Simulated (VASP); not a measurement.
# Au (P6_3/mmc) in VASP: a series of runs, part 2 of 3

VASP 6.6.1.

## (4) Single point, PBE

This run uses another cell than the first one, of 19.40 Å³/atom, 1.118 times its volume.

INCAR

```
PREC = Accurate ; ENCUT = 500
EDIFF = 1E-6 ; ISMEAR = 0
SIGMA = 0.15 ; LREAL = F
LASPH = T ; NELM = 120
ALGO = Normal ; ISIF = 2
LWAVE = F ; LCHARG = F
GGA = PE ; NBANDS = 18
GGA_COMPAT = F
```

KPOINTS

```
regular mesh
0
Gamma
  18 18 10
```

POSCAR

```
Au
1.0
    2.9898859851      0.0000000000      0.0000000000
   -1.4949429925      2.5893172175      0.0000000000
    0.0000000000      0.0000000000      5.0122815957
Au
2
Direct
    0.3333333333      0.6666666667      0.7500000000
    0.6666666667      0.3333333333      0.2500000000
```

Potentials or basis: VASP PAW PBE potentials, release 64 (Au).

Launch:

```sh
cat potpaw_PBE.64/Au/POTCAR > POTCAR
mpirun -np 1 vasp_std > vasp.out
```

OUTCAR:

```text
PREC = Accurate
   ENCUT = 500
   EDIFF = 1E-6
   ISMEAR = 0
   LREAL = F
   LASPH = T
   NELM = 120
   ISIF = 2
   GGA = PE

 ion  position               nearest neighbor table
   1  0.333  0.667  0.750-   2 3.04   2 3.04   2 3.04   2 3.04   2 3.04   2 3.04
   2  0.667  0.333  0.250-   1 3.04   1 3.04   1 3.04   1 3.04   1 3.04   1 3.04

  LATTYP: Found a hexagonal cell.
 ALAT       =     2.9898859851
 C/A-ratio  =     1.6764122848

  Lattice vectors:

[... 691 lines left out ...]

 [... further k-points ...]

------------------------ aborting loop because EDIFF is reached ----------------------------------------

  FORCE on cell =-STRESS in cart. coord.  units (eV):
  Direction    XX          YY          ZZ          XY          YZ          ZX
  --------------------------------------------------------------------------------------
  -------------------------------------------------------------------------------------
  Total       -2.0613871     -2.0613871     -1.9347698     -0.0000000     -0.0000000      0.0000000
  in kB      -85.1127841    -85.1127841    -79.8848681     -0.0000000     -0.0000000      0.0000000
  external PRESSURE =     -83.3701454 kB  Pullay stress =       0.0000000 kB

 VOLUME and BASIS-vectors are now :
 -----------------------------------------------------------------------------
  energy-cutoff  :      500.00
  volume of cell :       38.80
      direct lattice vectors                 reciprocal lattice vectors
     2.989885985  0.000000000  0.000000000     0.334460914  0.193101099  0.000000000
    -1.494942992  2.589317218  0.000000000     0.000000000  0.386202198  0.000000000
     0.000000000  0.000000000  5.012281596     0.000000000  0.000000000  0.199509940

 POSITION                                       TOTAL-FORCE (eV/Angst)
 -----------------------------------------------------------------------------------
     -0.00000      1.72621      3.75921        -0.000000      0.000000      0.000000
      1.49494      0.86311      1.25307         0.000000     -0.000000      0.000000
 -----------------------------------------------------------------------------------
    total drift:                                0.000000     -0.000000      0.000000

  FREE ENERGIE OF THE ION-ELECTRON SYSTEM (eV)
  ---------------------------------------------------
  free  energy   TOTEN  =        -6.3502344628 eV

  energy  without entropy=       -6.3417398529  energy(sigma->0) =       -6.34598716
```

OSZICAR:

```text
N       E                     dE             d eps       ncg     rms          rms(c)
DAV:   1     0.117671781496E+03    0.11767E+03   -0.11285E+04  8016   0.113E+03
DAV:   2    -0.480639021139E+01   -0.12248E+03   -0.11661E+03  8520   0.248E+02
DAV:   3    -0.684154202854E+01   -0.20352E+01   -0.20226E+01  9390   0.320E+01
DAV:   4    -0.685060413590E+01   -0.90621E-02   -0.90610E-02  8852   0.228E+00
DAV:   5    -0.685069350159E+01   -0.89366E-04   -0.89365E-04  8850   0.242E-01    0.890E+00
DAV:   6    -0.637336517894E+01    0.47733E+00   -0.10183E+00  8286   0.900E+00    0.615E+00
DAV:   7    -0.635269341012E+01    0.20672E-01   -0.55714E-02  8740   0.206E+00    0.323E+00
DAV:   8    -0.635023052893E+01    0.24629E-02   -0.27152E-03  8446   0.379E-01    0.255E-01
DAV:   9    -0.635021698019E+01    0.13549E-04   -0.16221E-05  9004   0.307E-02    0.248E-02
DAV:  10    -0.635023531767E+01   -0.18337E-04   -0.11080E-05  8842   0.315E-02    0.138E-02
DAV:  11    -0.635023446280E+01    0.85487E-06   -0.92884E-08  4726   0.209E-03
   1 F= -.63502345E+01 E0= -.63459872E+01  d E =-.849461E-02
```

stdout:

```text
POSCAR found type information on POSCAR Au
 POSCAR found :  1 types and       2 ions
 scaLAPACK will be used
 LDA part: xc-table for (Slater+PW92), standard interpolation
 POSCAR, INCAR and KPOINTS ok, starting setup
 FFT: planning ... GRIDC
 FFT: planning ... GRID_SOFT
 FFT: planning ... GRID
 WAVECAR not read
 entering main loop
```

Run time: 56 s. Hardware: 1 thread of AMD EPYC 9R45 (Zen 5), shared host; peak memory 0.22 GiB.

What came out:

| Property | Result |
| --- | --- |
| Free energy | -6.3502 eV |
| Pressure | -8.3 GPa |
| Band gap on the k mesh | zero (band 11 reaches 11.10 eV, above the bottom of band 12 at 5.02 eV) |

Stress tensor (GPa, compression positive):
```
-8.51  0.00  0.00
 0.00 -8.51  0.00
 0.00  0.00 -7.99
```

Caveat: spin-orbit coupling is left out, which moves the levels of the heavy elements.

## (5) Single point, PBE

This run uses another cell than the first one, of 16.70 Å³/atom, 0.963 times its volume.

INCAR

```
  PREC = Accurate
  ENCUT = 500
  EDIFF = 1E-6
  ISMEAR = 0
  SIGMA = 0.15
  LREAL = F
  LASPH = T
  NELM = 120
  ALGO = Normal
  ISIF = 2
  LWAVE = F
  LCHARG = F
  GGA = PE
  NBANDS = 18
  GGA_COMPAT = F
```

KPOINTS

```
Automatic mesh
0
Gamma
  18 18 10
```

POSCAR

```
Au
1.0
    2.8440378883      0.0000000000      0.0000000000
   -1.4220189441      2.4630090606      0.0000000000
    0.0000000000      0.0000000000      4.7677800545
Au
2
Direct
    0.3333333333      0.6666666667      0.7500000000
    0.6666666667      0.3333333333      0.2500000000
```

Potentials or basis: VASP PAW PBE potentials, release 64 (Au).

Launch:

```sh
cat potpaw_PBE.64/Au/POTCAR > POTCAR
mpirun -np 1 vasp_std > vasp.out
```

OUTCAR:

```text
PREC = Accurate
   ENCUT = 500
   EDIFF = 1E-6
   ISMEAR = 0
   LREAL = F
   LASPH = T
   NELM = 120
   ISIF = 2
   GGA = PE

 ion  position               nearest neighbor table
   1  0.333  0.667  0.750-   2 2.89   2 2.89   2 2.89   2 2.89   2 2.89   2 2.89
   2  0.667  0.333  0.250-   1 2.89   1 2.89   1 2.89   1 2.89   1 2.89   1 2.89

  LATTYP: Found a hexagonal cell.
 ALAT       =     2.8440378883
 C/A-ratio  =     1.6764122848

  Lattice vectors:

 A1 = (   2.8440378883,   0.0000000000,   0.0000000000)
 A2 = (  -1.4220189441,   2.4630090606,   0.0000000000)
 A3 = (   0.0000000000,   0.0000000000,   4.7677800545)

Analysis of symmetry for initial positions (statically):
=====================================================================
 Subroutine PRICEL returns:
 Original cell was already a primitive cell.

 Routine SETGRP: Setting up the symmetry group for a
 hexagonal supercell.

 Subroutine GETGRP returns: Found 24 space group operations
 (whereof 12 operations were pure point group operations)
 out of a pool of 24 trial point group operations.

The static configuration has the point symmetry D_3d.
 The point group associated with its full space group is D_6h.

Analysis of symmetry for dynamics (positions and initial velocities):
=====================================================================
 Subroutine PRICEL returns:
 Original cell was already a primitive cell.

 Routine SETGRP: Setting up the symmetry group for a
 hexagonal supercell.

 Subroutine GETGRP returns: Found 24 space group operations
 (whereof 12 operations were pure point group operations)
 out of a pool of 24 trial point group operations.

The dynamic configuration has the point symmetry D_3d.
 The point group associated with its full space group is D_6h.

 Subroutine INISYM returns: Found 24 space group operations
 (whereof 12 operations are pure point group operations),
 and found     1 'primitive' translations

----------------------------------------------------------------------------------------

                                     Primitive cell

  volume of cell :      33.3978

  direct lattice vectors                    reciprocal lattice vectors
     2.844037888  0.000000000  0.000000000     0.351612756  0.203003719  0.000000000
    -1.422018944  2.463009061  0.000000000     0.000000000  0.406007439  0.000000000
     0.000000000  0.000000000  4.767780055     0.000000000  0.000000000  0.209741219

  length of vectors
     2.844037888  2.844037888  4.767780055     0.406007439  0.406007439  0.209741219

  position of ions in fractional coordinates (direct lattice)
     0.333333333  0.666666667  0.750000000
     0.666666667  0.333333333  0.250000000

  ion indices of the primitive-cell ions
   primitive index   ion index
                 1           1
                 2           2

----------------------------------------------------------------------------------------

 KPOINTS: Automatic mesh

Automatic generation of k-mesh.
 Grid dimensions read from file:
 generate k-points for:   18   18   10

 Generating k-lattice:

  Cartesian coordinates                     Fractional coordinates (reciprocal lattice)
     0.019534042  0.011277984  0.000000000     0.055555556  0.000000000  0.000000000
     0.000000000  0.022555969  0.000000000     0.000000000  0.055555556  0.000000000
     0.000000000  0.000000000  0.020974122     0.000000000  0.000000000  0.100000000

  Length of vectors
     0.022555969  0.022555969  0.020974122

  Shift w.r.t. Gamma in fractional coordinates (k-lattice)
     0.000000000  0.000000000  0.000000000

 Subroutine IBZKPT returns following result:
 ===========================================

 Found    222 irreducible k-points:

 Following reciprocal coordinates:
            Coordinates               Weight
  0.000000  0.000000  0.000000      1.000000
  0.055556  0.000000  0.000000      6.000000
  0.111111  0.000000  0.000000      6.000000
  0.166667  0.000000  0.000000      6.000000
  0.222222  0.000000  0.000000      6.000000
  0.277778  0.000000  0.000000      6.000000
[... 16 lines left out ...]
  0.333333  0.111111  0.000000     12.000000
  0.388889  0.111111  0.000000     12.000000
 [... further k-points ...]
   k-points           NKPTS =    222   k-points in BZ     NKDIM =    222   number of bands    NBANDS=     18
   number of dos      NEDOS =    301   number of ions     NIONS =      2
   total plane-waves  NPLWV =  20736
   dimension x,y,z NGX =    24 NGY =   24 NGZ =   36
   dimension x,y,z NGXF=    48 NGYF=   48 NGZF=   72
   ions per type =               2
   NGX,Y,Z   is equivalent  to a cutoff of  14.03, 14.03, 12.55 a.u.
   NGXF,Y,Z  is equivalent  to a cutoff of  28.06, 28.06, 25.11 a.u.
 SYSTEM =  unknown system
   PREC   = accura    normal or accurate (medium, high low for compatibility)
   ISTART =      0    job   : 0-new  1-cont  2-samecut
   ICHARG =      2    charge: 1-file 2-atom 10-const
   ISPIN  =      1    spin polarized calculation?
   LNONCOLLINEAR =      F non collinear calculations
   LSORBIT =      F    spin-orbit coupling
   LASPH  =      T    aspherical Exc in radial PAW
   ENCUT  =  500.0 eV  36.75 Ry    6.06 a.u.   5.19  5.19  8.69*2*pi/ulx,y,z
   NELM   =    120;   NELMIN=  2; NELMDL= -5     # of ELM steps
   EDIFF  = 0.1E-05   stopping-criterion for ELM
   LREAL  =      F    real-space projection
   EDIFFG = 0.1E-04   stopping-criterion for IOM
   NSW    =      0    number of steps for IOM
   IBRION =     -1    ionic relax: 0-MD 1-quasi-New 2-CG
   NFREE  =      0    steps in history (QN), initial steepest desc. (CG)
   ISIF   =      2    stress and relaxation
   ISYM   =      2    0-nonsym 1-usesym 2-fastsym
   POTIM  = 0.5000    time-step for ionic-motion
   TEBEG  =    0.0;   TEEND  =   0.0 temperature during run
   PSTRESS=    0.0 pullay stress
   NELECT =      22.0000    total number of electrons
   NUPDOWN=      -1.0000    fix difference up-down
   EMIN   =  10.00;   EMAX   =-10.00  energy-range for DOS
   EFERMI =   0.00;   METHOD = LEGACY
   ISMEAR =     0;   SIGMA  =   0.15  broadening in eV -4-tet -1-fermi 0-gaus
   EFERMI_NEDOS =   21; number of points for ismear=-14 and -15
   IALGO  =     38    algorithm
   IMIX   =      4    mixing-type and parameters
     AMIX     =   0.40;   BMIX     =  1.00
     AMIX_MAG =   1.60;   BMIX_MAG =  1.00
  volume/ion in A,a.u.               =      16.70       112.69
  Fermi-wavevector in a.u.,A,eV,Ry     =   1.424437  2.691795 27.606497  2.029020
  Thomas-Fermi vector in A             =   2.544928
   LORBIT       =      0    0 simple, 1 ext, 2 COOP (PROOUT), +10 PAW based schemes
   GGA     = PE    functional components
   LHFCALC =     F    Hartree Fock is set to
   AEXX    =    0.0000 exact exchange contribution
   IVDW    =     0    specifies the selected vdW correction
   LEPSILON=     F    determine dielectric tensor
   LRPA    =     F    only Hartree local field effects (RPA)
 non-spin polarized calculation
 Gauss-broadening in eV      SIGMA  =   0.15
  energy-cutoff  :      500.00
  volume of cell :       33.40
 maximum number of plane-waves:       869
 NGX is ok and might be reduce to    24
   NGX = 11   NGY = 11   NGZ = 17

 number of electron      22.0000000 magnetization

 Free energy of the ion-electron system (eV)
  ---------------------------------------------------
  ext. energy  EPLUGINS =         0.00000000
  ---------------------------------------------------
  free energy    TOTEN  =        -6.33390853 eV

  energy without entropy =       -6.32380629  energy(sigma->0) =       -6.32885741

 E-fermi :   9.7886     XC(G=0): -12.8392

 val. band max:        9.7828772667   @ k =   0.4444   0.0556   0.2000
 cond. band min:       9.8043247186   @ k =   0.2778   0.2222   0.2000
 fundamental gap:      0.0214474520
 Fermi energy:         9.7885612463

 k-point     1 :       0.0000    0.0000    0.0000
  band No.  band energies     occupation
      1      -0.2574      2.00000
      2       2.2287      2.00000
      3       4.8347      2.00000
      4       5.1155      2.00000
      5       5.1155      2.00000
      6       5.4424      2.00000
[... 10 lines left out ...]
     17      28.5255      0.00000
     18      28.5255      0.00000
[... 463 lines left out ...]
 k-point    24 :       0.3889    0.1111    0.0000
  band No.  band energies     occupation
      1       3.0151      2.00000
      2       3.0694      2.00000
      3       3.3943      2.00000
      4       5.0273      2.00000
      5       5.3312      2.00000
      6       5.4340      2.00000
[... 10 lines left out ...]
     17      22.1297      0.00000
     18      24.5429      0.00000

 [... further k-points ...]

------------------------ aborting loop because EDIFF is reached ----------------------------------------

  FORCE on cell =-STRESS in cart. coord.  units (eV):
  Direction    XX          YY          ZZ          XY          YZ          ZX
  --------------------------------------------------------------------------------------
  -------------------------------------------------------------------------------------
  Total        2.6709380      2.6709380      2.5314986      0.0000000     -0.0000000     -0.0000000
  in kB      128.1317592    128.1317592    121.4424933      0.0000000     -0.0000000     -0.0000000
  external PRESSURE =     125.9020039 kB  Pullay stress =       0.0000000 kB

 VOLUME and BASIS-vectors are now :
 -----------------------------------------------------------------------------
  energy-cutoff  :      500.00
  volume of cell :       33.40
      direct lattice vectors                 reciprocal lattice vectors
     2.844037888  0.000000000  0.000000000     0.351612756  0.203003719  0.000000000
    -1.422018944  2.463009061  0.000000000     0.000000000  0.406007439  0.000000000
     0.000000000  0.000000000  4.767780055     0.000000000  0.000000000  0.209741219

 POSITION                                       TOTAL-FORCE (eV/Angst)
 -----------------------------------------------------------------------------------
     -0.00000      1.64201      3.57584        -0.000000      0.000000      0.000000
      1.42202      0.82100      1.19195         0.000000     -0.000000      0.000000
 -----------------------------------------------------------------------------------
    total drift:                               -0.000000      0.000000     -0.000000

  FREE ENERGIE OF THE ION-ELECTRON SYSTEM (eV)
  ---------------------------------------------------
  free  energy   TOTEN  =        -6.3339085292 eV

  energy  without entropy=       -6.3238062869  energy(sigma->0) =       -6.32885741
```

OSZICAR:

```text
N       E                     dE             d eps       ncg     rms          rms(c)
DAV:   1     0.122172111848E+03    0.12217E+03   -0.11520E+04  8000   0.116E+03
DAV:   2    -0.483693039473E+01   -0.12701E+03   -0.12124E+03  8500   0.260E+02
DAV:   3    -0.686640390022E+01   -0.20295E+01   -0.20192E+01  9352   0.332E+01
DAV:   4    -0.687503108121E+01   -0.86272E-02   -0.86263E-02  8924   0.228E+00
DAV:   5    -0.687510727501E+01   -0.76194E-04   -0.76194E-04  8940   0.227E-01    0.141E+01
DAV:   6    -0.637940442498E+01    0.49570E+00   -0.87558E-01  8248   0.872E+00    0.891E+00
DAV:   7    -0.633930835387E+01    0.40096E-01   -0.12798E-01  8710   0.333E+00    0.326E+00
DAV:   8    -0.633393413810E+01    0.53742E-02   -0.14161E-02  8268   0.101E+00    0.407E-01
DAV:   9    -0.633389550482E+01    0.38633E-04   -0.67686E-05  8926   0.729E-02    0.393E-02
DAV:  10    -0.633390844583E+01   -0.12941E-04   -0.58175E-06  8864   0.236E-02    0.279E-03
DAV:  11    -0.633390852922E+01   -0.83386E-07   -0.32529E-07  4448   0.471E-03
   1 F= -.63339085E+01 E0= -.63288574E+01  d E =-.101022E-01
```

stdout:

```text
POSCAR found type information on POSCAR Au
 POSCAR found :  1 types and       2 ions
 scaLAPACK will be used
 LDA part: xc-table for (Slater+PW92), standard interpolation
 POSCAR, INCAR and KPOINTS ok, starting setup
 FFT: planning ... GRIDC
 FFT: planning ... GRID_SOFT
 FFT: planning ... GRID
 WAVECAR not read
 entering main loop
```

It took 51 s on 1 thread of AMD EPYC 9R45 (Zen 5), shared host; peak memory 0.2 GiB.

What came out:

| Property | Result |
| --- | --- |
| Free energy | -6.3339 eV |
| Pressure | 12.6 GPa |
| Band gap on the k mesh | zero (band 11 reaches 14.24 eV, above the bottom of band 12 at 7.10 eV) |

Stress tensor (GPa, compression positive):
```
12.81  0.00  0.00
 0.00 12.81  0.00
 0.00  0.00 12.14
```

Levels at points of the mesh, in eV from the Fermi level:
```csv
k point,band 9,band 10,band 11,band 12,band 13,band 14
"(0.00, 0.00, 0.00)",-3.63,-2.21,-2.21,-1.21,2.83,14.58
"(0.50, 0.00, 0.00)",-1.88,-1.69,0.39,1.65,5.86,7.40
"(0.00, 0.00, 0.50)",-2.68,-2.68,-2.68,-2.68,10.84,10.84
"(0.50, 0.00, 0.50)",-1.76,-1.76,0.43,0.43,4.12,4.12
```

Caveat: spin-orbit coupling is left out, which moves the levels of the heavy elements.

(Continued in part 3 of 3.)
